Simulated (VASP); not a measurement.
# Sr3Al2As2 (Immm) in VASP: single point with PBE

Aim: the single point of Sr3Al2As2 with PBE.

Program: VASP 6.6.1. These are calculated values, not measurements. Logs are shortened: lines on timing, memory, paths and dates and some standing lists are left out, and cuts for length are marked.

### Step 1. The cell of the first run

It takes space group Immm (No. 71, orthorhombic). The conventional cell has a = 4.391 Å, b = 4.862 Å, c = 19.467 Å, α = 90.00°, β = 90.00°, γ = 90.00°. Within 3.5 Å of Al (site symmetry mm2) lie 2 As at 2.66 Å and 5 Sr at 3.37 to 3.41 Å. As (site symmetry mm2) has 1 As at 2.53 Å and 2 Al at 2.66 Å and 6 Sr at 3.35 to 3.51 Å within 3.6 Å. Within 4.6 Å of Sr (site symmetry mmm) lie 8 As at 3.51 Å and 4 Al at 3.68 Å and 6 Sr at 4.19 to 4.39 Å. Within 4.4 Å of Sr (site symmetry mm2) lie 2 As at 3.35 Å and 5 Al at 3.37 to 3.41 Å and 8 Sr at 4.18 to 4.39 Å.

### Step 2. Single point, PBE

Contents of INCAR:

```
  PREC = Accurate
  ENCUT = 520
  EDIFF = 1E-6
  ISMEAR = -1
  SIGMA = 0.1
  LREAL = False
  LASPH = True
  NELM = 60
  ALGO = Normal
  ISIF = 2
  LWAVE = False
  LCHARG = False
  GGA = PE
  NBANDS = 32
```

Contents of KPOINTS:

```
regular mesh
0
Gamma
  7 7 7
```

Contents of POSCAR:

```
Sr3Al2As2
1.0
    0.0000000000      0.0000000000      4.8621300000
    4.3910620000      0.0000000000      0.0000000000
    2.1955310000      9.7336020000     -2.4310650000
Al As Sr
2 2 3
Direct
    0.3584000000      0.6416000000      0.7168000000
    0.6416000000      0.3584000000      0.2832000000
    0.4351000000      0.0649000000      0.8702000000
    0.5649000000      0.9351000000      0.1298000000
    0.0000000000      0.5000000000      0.0000000000
    0.1832000000      0.8168000000      0.3664000000
    0.8168000000      0.1832000000      0.6336000000
```

Potentials or basis: VASP PAW PBE potentials, release 64 (Al, As, Sr_sv).

The run is started by

```
cat potpaw_PBE.64/Al/POTCAR potpaw_PBE.64/As/POTCAR potpaw_PBE.64/Sr_sv/POTCAR > POTCAR
mpirun -np 1 vasp_std > vasp.out
```

OUTCAR:

```text
PREC = Accurate
   ENCUT = 520
   EDIFF = 1E-6
   ISMEAR = -1
   LREAL = False
   LASPH = True
   NELM = 60
   ISIF = 2
   GGA = PE

 ion  position               nearest neighbor table
   1  0.358  0.642  0.717-   3 2.66   3 2.66   7 3.37   7 3.37   7 3.37   7 3.37   6 3.41   5 3.68
                             5 3.68
   2  0.642  0.358  0.283-   4 2.66   4 2.66   6 3.37   6 3.37   6 3.37   6 3.37   7 3.41   5 3.68
                             5 3.68
   3  0.435  0.065  0.870-   4 2.53   1 2.66   1 2.66   7 3.35   7 3.35   5 3.51   5 3.51   5 3.51
                             5 3.51
   4  0.565  0.935  0.130-   3 2.53   2 2.66   2 2.66   6 3.35   6 3.35   5 3.51   5 3.51   5 3.51
                             5 3.51
   5  0.000  0.500  0.000-   4 3.51   4 3.51   3 3.51   3 3.51   4 3.51   4 3.51   3 3.51   3 3.51
                             1 3.68   2 3.68   1 3.68   2 3.68   6 4.19   6 4.19   7 4.19   7 4.19
   6  0.183  0.817  0.366-   4 3.35   4 3.35   2 3.37   2 3.37   2 3.37   2 3.37   1 3.41   7 4.18
                             7 4.18   7 4.18   7 4.18   5 4.19   5 4.19
   7  0.817  0.183  0.634-   3 3.35   3 3.35   1 3.37   1 3.37   1 3.37   1 3.37   2 3.41   6 4.18
                             6 4.18   6 4.18   6 4.18   5 4.19   5 4.19

  LATTYP: Found a body centered orthorhombic cell.
 ALAT       =     4.3910620000
 B/A-ratio  =     1.1072788314
 C/A-ratio  =     4.4333703327

  Lattice vectors:

 A1 = (  -2.1955310000,  -9.7336020000,   2.4310650000)
 A2 = (   2.1955310000,  -9.7336020000,  -2.4310650000)
 A3 = (   2.1955310000,   9.7336020000,   2.4310650000)

Analysis of symmetry for initial positions (statically):
=====================================================================
 Subroutine PRICEL returns:
 Original cell was already a primitive cell.

 Routine SETGRP: Setting up the symmetry group for a
 body centered orthorhombic supercell.

 Subroutine GETGRP returns: Found  8 space group operations
 (whereof  8 operations were pure point group operations)
 out of a pool of  8 trial point group operations.

The static configuration has the point symmetry D_2h.

Analysis of symmetry for dynamics (positions and initial velocities):
=====================================================================
 Subroutine PRICEL returns:
 Original cell was already a primitive cell.

 Routine SETGRP: Setting up the symmetry group for a
 body centered orthorhombic supercell.

 Subroutine GETGRP returns: Found  8 space group operations
 (whereof  8 operations were pure point group operations)
 out of a pool of  8 trial point group operations.

The dynamic configuration has the point symmetry D_2h.

 Subroutine INISYM returns: Found  8 space group operations
 (whereof  8 operations are pure point group operations),
 and found     1 'primitive' translations

----------------------------------------------------------------------------------------

                                     Primitive cell

  volume of cell :     207.8116

  direct lattice vectors                    reciprocal lattice vectors
     0.000000000  0.000000000  4.862130000     0.000000000  0.051368445  0.205671177
     4.391062000  0.000000000  0.000000000     0.227735341 -0.051368445  0.000000000
     2.195531000  9.733602000 -2.431065000     0.000000000  0.102736890  0.000000000

  length of vectors
     4.862130000  4.391062000 10.270026353     0.211989033  0.233456854  0.102736890

  position of ions in fractional coordinates (direct lattice)
     0.358400000  0.641600000  0.716800000
     0.641600000  0.358400000  0.283200000
     0.435100000  0.064900000  0.870200000
     0.564900000  0.935100000  0.129800000
     0.000000000  0.500000000  0.000000000
     0.183200000  0.816800000  0.366400000
     0.816800000  0.183200000  0.633600000

  ion indices of the primitive-cell ions
   primitive index   ion index
                 1           1
                 2           2
                 3           3
                 4           4
                 5           5
                 6           6
                 7           7

----------------------------------------------------------------------------------------

 KPOINTS: regular mesh

Automatic generation of k-mesh.
 Grid dimensions read from file:
 generate k-points for:    7    7    7

 Generating k-lattice:

  Cartesian coordinates                     Fractional coordinates (reciprocal lattice)
     0.000000000  0.007338349  0.029381597     0.142857143  0.000000000  0.000000000
     0.032533620 -0.007338349  0.000000000     0.000000000  0.142857143  0.000000000
     0.000000000  0.014676699  0.000000000     0.000000000  0.000000000  0.142857143

  Length of vectors
     0.030284148  0.033350979  0.014676699

  Shift w.r.t. Gamma in fractional coordinates (k-lattice)
     0.000000000  0.000000000  0.000000000

 Subroutine IBZKPT returns following result:
 ===========================================

 Found     64 irreducible k-points:

 Following reciprocal coordinates:
            Coordinates               Weight
  0.000000  0.000000  0.000000      1.000000
  0.142857  0.000000  0.000000      4.000000
  0.285714  0.000000  0.000000      4.000000
  0.428571  0.000000  0.000000      4.000000
  0.000000  0.142857 -0.000000      4.000000
  0.142857  0.142857 -0.000000      4.000000
[... 16 lines left out ...]
 -0.428571  0.428571  0.000000      8.000000
 -0.285714  0.428571  0.000000      8.000000
 [... further k-points ...]
   k-points           NKPTS =     64   k-points in BZ     NKDIM =     64   number of bands    NBANDS=     32
   number of dos      NEDOS =    301   number of ions     NIONS =      7
   total plane-waves  NPLWV = 103680
   dimension x,y,z NGX =    36 NGY =   36 NGZ =   80
   dimension x,y,z NGXF=    72 NGYF=   72 NGZF=  160
   ions per type =               2   2   3
   NGX,Y,Z   is equivalent  to a cutoff of  12.31, 13.63, 12.95 a.u.
   NGXF,Y,Z  is equivalent  to a cutoff of  24.62, 27.26, 25.90 a.u.
 SYSTEM =  unknown system
   PREC   = accura    normal or accurate (medium, high low for compatibility)
   ISTART =      0    job   : 0-new  1-cont  2-samecut
   ICHARG =      2    charge: 1-file 2-atom 10-const
   ISPIN  =      1    spin polarized calculation?
   LNONCOLLINEAR =      F non collinear calculations
   LSORBIT =      F    spin-orbit coupling
   LASPH  =      T    aspherical Exc in radial PAW
   ENCUT  =  520.0 eV  38.22 Ry    6.18 a.u.   9.04  8.16 19.10*2*pi/ulx,y,z
   NELM   =     60;   NELMIN=  2; NELMDL= -5     # of ELM steps
   EDIFF  = 0.1E-05   stopping-criterion for ELM
   LREAL  =      F    real-space projection
   EDIFFG = 0.1E-04   stopping-criterion for IOM
   NSW    =      0    number of steps for IOM
   IBRION =     -1    ionic relax: 0-MD 1-quasi-New 2-CG
   NFREE  =      0    steps in history (QN), initial steepest desc. (CG)
   ISIF   =      2    stress and relaxation
   ISYM   =      2    0-nonsym 1-usesym 2-fastsym
   POTIM  = 0.5000    time-step for ionic-motion
   TEBEG  =    0.0;   TEEND  =   0.0 temperature during run
   PSTRESS=    0.0 pullay stress
   NELECT =      46.0000    total number of electrons
   NUPDOWN=      -1.0000    fix difference up-down
   EMIN   =  10.00;   EMAX   =-10.00  energy-range for DOS
   EFERMI =   0.00;   METHOD = LEGACY
   ISMEAR =    -1;   SIGMA  =   0.10  broadening in eV -4-tet -1-fermi 0-gaus
   EFERMI_NEDOS =   21; number of points for ismear=-14 and -15
   IALGO  =     38    algorithm
   IMIX   =      4    mixing-type and parameters
     AMIX     =   0.40;   BMIX     =  1.00
     AMIX_MAG =   1.60;   BMIX_MAG =  1.00
  volume/ion in A,a.u.               =      29.69       200.34
  Fermi-wavevector in a.u.,A,eV,Ry     =   0.990309  1.871413 13.343404  0.980713
  Thomas-Fermi vector in A             =   2.121970
   LORBIT       =      0    0 simple, 1 ext, 2 COOP (PROOUT), +10 PAW based schemes
   GGA     = PE    functional components
   LHFCALC =     F    Hartree Fock is set to
   AEXX    =    0.0000 exact exchange contribution
   IVDW    =     0    specifies the selected vdW correction
   LEPSILON=     F    determine dielectric tensor
   LRPA    =     F    only Hartree local field effects (RPA)
 non-spin polarized calculation
  energy-cutoff  :      520.00
  volume of cell :      207.81
 maximum number of plane-waves:      5610
   NGX = 19   NGY = 17   NGZ = 39

 number of electron      46.0000001 magnetization

 Free energy of the ion-electron system (eV)
  ---------------------------------------------------
  ext. energy  EPLUGINS =         0.00000000
  ---------------------------------------------------
  free energy    TOTEN  =       -25.35905977 eV

  energy without entropy =      -25.23093953  energy(sigma->0) =      -25.29499965

 E-fermi :   3.6809     XC(G=0):  -8.7923

 val. band max:        3.6624621417   @ k =   0.1429   0.4286   0.1429
 cond. band min:       3.6925408629   @ k =   0.2857   0.0000   0.2857
 fundamental gap:      0.0300787212
 Fermi energy:         3.6809009797

 k-point     1 :       0.0000    0.0000    0.0000
  band No.  band energies     occupation
      1     -32.4927      2.00000
      2     -31.9765      2.00000
      3     -31.9634      2.00000
      4     -14.5100      2.00000
      5     -14.4946      2.00000
      6     -14.4742      2.00000
[... 24 lines left out ...]
     31       6.3442      0.00000
     32       6.4701      0.00000

 k-point     2 :       0.1429    0.0000    0.0000
  band No.  band energies     occupation
      1     -32.4925      2.00000
      2     -31.9757      2.00000
      3     -31.9638      2.00000
      4     -14.5212      2.00000
      5     -14.4937      2.00000
      6     -14.4726      2.00000
[... 24 lines left out ...]
     31       6.6274      0.00000
     32       6.6398      0.00000
[... 733 lines left out ...]
     31       7.3762      0.00000
     32       7.5529      0.00000

 k-point    24 :      -0.2857    0.4286    0.0000
  band No.  band energies     occupation
      1     -32.4888      2.00000
      2     -31.9670      2.00000
      3     -31.9652      2.00000
      4     -14.5853      2.00000
      5     -14.5216      2.00000
      6     -14.4518      2.00000
[... 24 lines left out ...]
     31       7.3924      0.00000
     32       7.4654      0.00000

 [... further k-points ...]

------------------------ aborting loop because EDIFF is reached ----------------------------------------

  FORCE on cell =-STRESS in cart. coord.  units (eV):
  Direction    XX          YY          ZZ          XY          YZ          ZX
  --------------------------------------------------------------------------------------
  -------------------------------------------------------------------------------------
  Total       -1.9804350      1.7280789     -1.4586591      0.0000000      0.0000000      0.0000000
  in kB      -15.2686785     13.3230740    -11.2459120      0.0000000      0.0000000      0.0000000
  external PRESSURE =      -4.3971722 kB  Pullay stress =       0.0000000 kB

 VOLUME and BASIS-vectors are now :
 -----------------------------------------------------------------------------
  energy-cutoff  :      520.00
  volume of cell :      207.81
      direct lattice vectors                 reciprocal lattice vectors
     0.000000000  0.000000000  4.862130000     0.000000000  0.051368445  0.205671177
     4.391062000  0.000000000  0.000000000     0.227735341 -0.051368445  0.000000000
     2.195531000  9.733602000 -2.431065000     0.000000000  0.102736890  0.000000000

 POSITION                                       TOTAL-FORCE (eV/Angst)
 -----------------------------------------------------------------------------------
      4.39106      6.97705      0.00000         0.000000      0.124952      0.000000
      2.19553      2.75656      2.43106        -0.000000     -0.124952      0.000000
      2.19553      8.47018      0.00000        -0.000000     -1.038650      0.000000
      4.39106      1.26342      2.43106         0.000000      1.038650      0.000000
      2.19553      0.00000      0.00000         0.000000     -0.000000      0.000000
      4.39106      3.56639      0.00000        -0.000000     -0.094791      0.000000
      2.19553      6.16721      2.43106         0.000000      0.094791      0.000000
 -----------------------------------------------------------------------------------
    total drift:                                0.000000      0.000000     -0.000000

  FREE ENERGIE OF THE ION-ELECTRON SYSTEM (eV)
  ---------------------------------------------------
  free  energy   TOTEN  =       -25.3590597712 eV

  energy  without entropy=      -25.2309395328  energy(sigma->0) =      -25.29499965
```

It took 6.8 min on 1 thread of AMD EPYC 7R43 (Zen 3), shared host; peak memory 0.55 GiB.

What came out:

| Item | Value |
| --- | --- |
| Free energy | -25.3591 eV |
| Pressure | -0.4 GPa |
| Largest force | 1.039 eV/Å |
| Band gap on the k mesh | zero (bands 23 and 24 overlap by 1.09 eV) |

Forces in eV/Å, atoms in the order of the input:
```
Al   0.000  0.125  0.000
Al   0.000 -0.125  0.000
As   0.000 -1.039  0.000
As   0.000  1.039  0.000
Sr   0.000  0.000  0.000
Sr   0.000 -0.095  0.000
Sr   0.000  0.095  0.000
```

Caveat: forces of over 1 eV/Å act on the atoms, so gaps and moduli don't describe the material at rest.
